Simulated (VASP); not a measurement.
Write the native input for VASP 6.6.1 that does the following.

* Task: single point
* Functional: PBE
* Potentials or basis: VASP PAW PBE potentials, release 64 (Pd)
* Cutoff: 520 eV
* k mesh: 18 × 18 × 10
* Occupations: gaussian, width 0.1 eV
* Spin: no spin polarisation
* Dipole correction: no
* Further INCAR settings: ALGO = Fast; EDIFF = 1e-06; NBANDS = 17

The structure of Pd lies in POSCAR:

```
Pd
1.0
    2.7669447521     -0.0000002902      0.0000000000
   -1.3834721248      2.3962445913      0.0000000000
    0.0000000000      0.0000000000      4.6455458531
Pd
2
Direct
    0.0000000000      0.0000000000      0.0000000000
    0.3333333333      0.6666666667      0.5000000000
```

This isn't the form of Pd at room conditions, which is fcc.

These files were run (other wordings do the same):

INCAR

```
ALGO = Fast
EDIFF = 1E-6
ENCUT = 520
GGA = PE
ISIF = 2
ISMEAR = 0
LASPH = T
LCHARG = F
LREAL = F
LWAVE = F
NBANDS = 17
NELM = 100
PREC = Accurate
SIGMA = 0.1
```

KPOINTS

```
k-points
0
Gamma
  18 18 10
```

Potentials or basis: VASP PAW PBE potentials, release 64 (Pd).

The run is started by

```sh
$ cat potpaw_PBE.64/Pd/POTCAR > POTCAR
$ mpirun -np 1 vasp_std > vasp.out
```

Results of the run:

| Property | Result |
| --- | --- |
| Pressure | -0.3 GPa |
| Band gap on the k mesh | zero (bands 10 and 11 overlap by 0.86 eV) |

Run time: 2.7 min on 1 thread of Intel Xeon 8259CL, on a shared host, peak memory 0.22 GiB.
